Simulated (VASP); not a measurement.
# ReSb2 (P-4m2) in VASP: single point with PBE

Aim: the single point of ReSb2 with PBE.

Program: VASP 6.6.1. These are calculated values, not measurements. Logs are shortened: lines on timing, memory, paths and dates and some standing lists are left out, and cuts for length are marked.

### Step 1. The cell of the first run

The structure is tetragonal, space group P-4m2 (No. 115). The conventional cell has a = 2.995 Å, b = 2.995 Å, c = 8.466 Å, α = 90.00°, β = 90.00°, γ = 90.00°. Re (site symmetry -4m2) has 4 Sb at 2.74 Å and 4 Re at 3.00 Å within 3.6 Å. Sb (site symmetry 2mm) has 2 Re at 2.74 Å and 4 Sb at 3.00 Å within 3.6 Å.

### Step 2. Single point, PBE

POSCAR

```
ReSb2
1.0
    2.9953349002      0.0000000000      0.0000000000
    0.0000000000      2.9953349002      0.0000000000
    0.0000000000      0.0000000000      8.4658641312
Re Sb
1 2
Direct
    0.0000000000      0.0000000000      0.0000000000
    0.5000000000      0.0000000000      0.2716459423
    0.0000000000      0.5000000000      0.7283540577
```

INCAR.step1

```
SYSTEM = ReSb2
PREC     = Accurate       ! precision mode
ENCUT    = 520            ! plane-wave cutoff, eV
EDIFF    = 1E-7           ! SCF threshold, eV
ISMEAR   = 0              ! smearing method
SIGMA    = 0.1            ! smearing width, eV
LREAL    = .FALSE.        ! projectors in reciprocal space
LASPH    = .TRUE.         ! aspherical terms in the spheres
NELM     = 60             ! most SCF steps
ALGO     = Normal         ! electronic algorithm
ISIF     = 2              ! what is computed and relaxed
LWAVE    = .FALSE.        ! write WAVECAR
LCHARG   = .TRUE.         ! write CHGCAR
LMAXMIX  = 4              ! l up to which the mixer works
GGA      = PE             ! functional
NBANDS   = 16             ! bands
```

KPOINTS.step1

```
regular mesh
0
G
  16 16 6
  0 0 0
```

INCAR.step2

```
SYSTEM = ReSb2
PREC     = Accurate       ! precision mode
ENCUT    = 520            ! plane-wave cutoff, eV
EDIFF    = 1E-7           ! SCF threshold, eV
ISMEAR   = -5             ! smearing method
SIGMA    = 0.1            ! smearing width, eV
LREAL    = .FALSE.        ! projectors in reciprocal space
LASPH    = .TRUE.         ! aspherical terms in the spheres
NELM     = 60             ! most SCF steps
ALGO     = Normal         ! electronic algorithm
ISIF     = 2              ! what is computed and relaxed
LWAVE    = .FALSE.        ! write WAVECAR
LCHARG   = .FALSE.        ! write CHGCAR
LMAXMIX  = 4              ! l up to which the mixer works
GGA      = PE             ! functional
LORBIT   = 11             ! projections on sites
NEDOS    = 2001           ! points of the DOS
ICHARG   = 11             ! starting density
```

KPOINTS.step2

```
regular mesh
0
G
  24 24 9
  0 0 0
```

Potentials or basis: VASP PAW PBE potentials, release 64 (Re, Sb).

Command:

```bash
$ cat potpaw_PBE.64/Re/POTCAR potpaw_PBE.64/Sb/POTCAR > POTCAR
$ cp INCAR.step1 INCAR
$ cp KPOINTS.step1 KPOINTS
$ mpirun -np 1 vasp_std > vasp.out
$ cp INCAR.step2 INCAR
$ cp KPOINTS.step2 KPOINTS
$ mpirun -np 1 vasp_std > vasp.out
```

OUTCAR:

```text
SYSTEM = ReSb2
   PREC = Accurate
   ENCUT = 520
   EDIFF = 1E-7
   ISMEAR = -5
   LREAL = .FALSE.
   LASPH = .TRUE.
   NELM = 60
   ISIF = 2
   GGA = PE
   LORBIT = 11
   ICHARG = 11

 ion  position               nearest neighbor table
   1  0.000  0.000  0.000-   2 2.74   3 2.74   3 2.74   2 2.74
   2  0.500  0.000  0.272-   1 2.74   1 2.74
   3  0.000  0.500  0.728-   1 2.74   1 2.74

  LATTYP: Found a simple tetragonal cell.
 ALAT       =     2.9953349002
 C/A-ratio  =     2.8263497783

  Lattice vectors:

 A1 = (   2.9953349002,   0.0000000000,   0.0000000000)
 A2 = (   0.0000000000,   2.9953349002,   0.0000000000)
 A3 = (   0.0000000000,   0.0000000000,   8.4658641312)

Analysis of symmetry for initial positions (statically):
=====================================================================
 Subroutine PRICEL returns:
 Original cell was already a primitive cell.

 Routine SETGRP: Setting up the symmetry group for a
 simple tetragonal supercell.

 Subroutine GETGRP returns: Found  8 space group operations
 (whereof  8 operations were pure point group operations)
 out of a pool of 16 trial point group operations.

The static configuration has the point symmetry D_2d.

Analysis of symmetry for dynamics (positions and initial velocities):
=====================================================================
 Subroutine PRICEL returns:
 Original cell was already a primitive cell.

 Routine SETGRP: Setting up the symmetry group for a
 simple tetragonal supercell.

 Subroutine GETGRP returns: Found  8 space group operations
 (whereof  8 operations were pure point group operations)
 out of a pool of 16 trial point group operations.

The dynamic configuration has the point symmetry D_2d.

 Subroutine INISYM returns: Found  8 space group operations
 (whereof  8 operations are pure point group operations),
 and found     1 'primitive' translations

----------------------------------------------------------------------------------------

                                     Primitive cell

  volume of cell :      75.9560

  direct lattice vectors                    reciprocal lattice vectors
     2.995334900  0.000000000  0.000000000     0.333852485  0.000000000  0.000000000
[... 99 lines left out ...]
   TEBEG  =    0.0;   TEEND  =   0.0 temperature during run
   PSTRESS=    0.0 pullay stress
   NELECT =      17.0000    total number of electrons
   NUPDOWN=      -1.0000    fix difference up-down
   EMIN   =  10.00;   EMAX   =-10.00  energy-range for DOS
   EFERMI =   0.00;   METHOD = LEGACY
   ISMEAR =    -5;   SIGMA  =   0.10  broadening in eV -4-tet -1-fermi 0-gaus
   EFERMI_NEDOS =   21; number of points for ismear=-14 and -15
   IALGO  =     38    algorithm
   IMIX   =      4    mixing-type and parameters
     AMIX     =   0.40;   BMIX     =  1.00
     AMIX_MAG =   1.60;   BMIX_MAG =  1.00
  volume/ion in A,a.u.               =      25.32       170.86
  Fermi-wavevector in a.u.,A,eV,Ry     =   0.993964  1.878319 13.442059  0.987963
  Thomas-Fermi vector in A             =   2.125882
   LORBIT       =     11    0 simple, 1 ext, 2 COOP (PROOUT), +10 PAW based schemes
   GGA     = PE    functional components
   LHFCALC =     F    Hartree Fock is set to
   AEXX    =    0.0000 exact exchange contribution
   IVDW    =     0    specifies the selected vdW correction
   LEPSILON=     F    determine dielectric tensor
   LRPA    =     F    only Hartree local field effects (RPA)
 non-spin polarized calculation
 Fermi weights with tetrahedron method with Bloechl corrections
  energy-cutoff  :      520.00
  volume of cell :       75.96
 maximum number of plane-waves:      2071
 NGX is ok and might be reduce to    24

 number of electron      17.0000002 magnetization

 Free energy of the ion-electron system (eV)
  ---------------------------------------------------
  ext. energy  EPLUGINS =         0.00000000
  ---------------------------------------------------
  free energy    TOTEN  =       -18.50736653 eV

  energy without entropy =      -18.50736653  energy(sigma->0) =      -18.50736653

 E-fermi :   6.9378     XC(G=0): -10.3178

 val. band max:        6.9663586137   @ k =   0.4167   0.0000   0.3333
 cond. band min:       6.8939851316   @ k =   0.4583   0.0000   0.1111
 fundamental gap:     -0.0723734821
 Fermi energy:         6.9377962413

 k-point     1 :       0.0000    0.0000    0.0000
  band No.  band energies     occupation
      1      -5.5026      2.00000
      2      -4.7363      2.00000
      3       0.6050      2.00000
      4       3.5644      2.00000
      5       3.9082      2.00000
      6       5.0888      2.00000
      7       6.7691      2.00000
      8       6.7691      2.00000
      9       8.7045      0.00000
     10       9.8030      0.00000
     11      11.3544      0.00000
     12      11.3547      0.00000
[... 331 lines left out ...]
 k-point    24 :       0.4583    0.0417    0.0000
  band No.  band energies     occupation
      1      -2.5125      2.00000
      2      -2.2505      2.00000
      3       1.3198      2.00000
      4       1.4770      2.00000
      5       3.4363      2.00000
      6       4.3041      2.00000
      7       5.4445      2.00000
      8       6.5720      2.00000
      9       7.0591     -0.06894
     10       7.2261      0.00000
     11       9.6785      0.00000
     12      11.1212      0.00000

 [... further k-points ...]
[... 5 lines left out ...]
  --------------------------------------------------------------------------------------
  -------------------------------------------------------------------------------------
  Total       -0.0506409     -0.0506409     -0.1381489      0.0000000      0.0000000      0.0000000
  in kB       -1.0681944     -1.0681944     -2.9140439      0.0000000      0.0000000      0.0000000
  external PRESSURE =      -1.6834776 kB  Pullay stress =       0.0000000 kB

 VOLUME and BASIS-vectors are now :
 -----------------------------------------------------------------------------
  energy-cutoff  :      520.00
  volume of cell :       75.96
      direct lattice vectors                 reciprocal lattice vectors
     2.995334900  0.000000000  0.000000000     0.333852485  0.000000000  0.000000000
     0.000000000  2.995334900  0.000000000     0.000000000  0.333852485  0.000000000
     0.000000000  0.000000000  8.465864131     0.000000000  0.000000000  0.118121433

 POSITION                                       TOTAL-FORCE (eV/Angst)
 -----------------------------------------------------------------------------------
      0.00000      0.00000      0.00000         0.000000      0.000000      0.000000
      1.49767      0.00000      2.29972        -0.000000     -0.000000     -0.024063
      0.00000      1.49767      6.16615         0.000000     -0.000000      0.024063
 -----------------------------------------------------------------------------------
    total drift:                               -0.000000     -0.000000     -0.000000

  FREE ENERGIE OF THE ION-ELECTRON SYSTEM (eV)
  ---------------------------------------------------
  free  energy   TOTEN  =       -18.5073665326 eV

  energy  without entropy=      -18.5073665326  energy(sigma->0) =      -18.50736653

 total charge

# of ion       s       p       d       tot
------------------------------------------
    1        0.525   0.379   4.785   5.689
    2        1.191   1.197   0.059   2.447
    3        1.191   1.197   0.059   2.447
--------------------------------------------------
tot          2.908   2.772   4.903  10.583
```

OUTCAR.step1:

```text
SYSTEM = ReSb2
   PREC = Accurate
   ENCUT = 520
   EDIFF = 1E-7
   ISMEAR = 0
   LREAL = .FALSE.
[... 683 lines left out ...]
      0.00000      0.00000      0.00000        -0.000000      0.000000      0.000000
      1.49767      0.00000      2.29972         0.000000     -0.000000     -0.023349
      0.00000      1.49767      6.16615        -0.000000      0.000000      0.023349
 -----------------------------------------------------------------------------------
    total drift:                               -0.000000      0.000000     -0.000000

  FREE ENERGIE OF THE ION-ELECTRON SYSTEM (eV)
  ---------------------------------------------------
  free  energy   TOTEN  =       -18.5207594374 eV

  energy  without entropy=      -18.5053038460  energy(sigma->0) =      -18.51303164
```

Run time: 3 min. Hardware: 1 thread of Intel Xeon 6975P-C (Granite Rapids), shared host; peak memory 0.58 GiB.

What came out:

* Valence electrons inside the program's atomic spheres: Re 5.69; Sb 2.45

Levels at points of the mesh, in eV from the Fermi level:
| k point | band 5 | band 6 | band 7 | band 8 | band 9 | band 10 | band 11 | band 12 |
| --- | --- | --- | --- | --- | --- | --- | --- | --- |
| (0.00, 0.00, 0.00) | -3.03 | -1.85 | -0.17 | -0.17 | 1.77 | 2.87 | 4.42 | 4.42 |
| (0.50, 0.00, 0.00) | -3.48 | -2.66 | -1.47 | -0.22 | -0.07 | 0.37 | 2.79 | 4.24 |
| (0.50, 0.50, 0.00) | -2.93 | -2.71 | -1.78 | -1.78 | -1.61 | 1.53 | 1.53 | 1.54 |

Caveat: spin-orbit coupling is left out, which moves the levels of the heavy elements.
